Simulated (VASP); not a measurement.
Set up this calculation in VASP 6.6.1, as the native input.

```
Task                   : single point
Functional             : PBE
Potentials or basis    : VASP PAW PBE potentials, release 64 (Ru_pv)
Cutoff                 : 520 eV
k mesh                 : 20 × 20 × 20
Occupations            : gaussian, width 0.15 eV
Spin                   : no spin polarisation
Dipole correction      : no
Further INCAR settings : ALGO = Normal; EDIFF = 1e-06; NBANDS = 13
```

The structure of Ru lies in POSCAR:

```
Ru
1.0
    0.0000000000      1.9527111403      1.9527111403
    1.9527111403      0.0000000000      1.9527111403
    1.9527111403      1.9527111403      0.0000000000
Ru
1
Direct
    0.0000000000      0.0000000000      0.0000000000
```

The input as run:

INCAR

```
SYSTEM = Ru
ALGO = Normal
EDIFF = 1E-6
ENCUT = 520
GGA = PE
ISIF = 2
ISMEAR = 0
LASPH = .True.
LCHARG = .False.
LREAL = .False.
LWAVE = .False.
NBANDS = 13
NELM = 80
PREC = Accurate
SIGMA = 0.15
```

KPOINTS

```
k-points
0
Gamma
  20 20 20
  0 0 0
```

Potentials or basis: VASP PAW PBE potentials, release 64 (Ru_pv).

Run with:

```bash
$ cat potpaw_PBE.64/Ru_pv/POTCAR > POTCAR
$ mpirun -np 1 vasp_std > vasp.out
```

Results of the run:

```json
{"Pressure": "-18.9 GPa", "Band gap on the k mesh": "zero (band 7 reaches 13.08 eV, above the bottom of band 8 at 9.97 eV)"}
```

Run time: 22 s on 1 thread of AMD EPYC 9R45 96-Core Processor (Zen 5), on a shared host, peak memory 0.14 GiB.
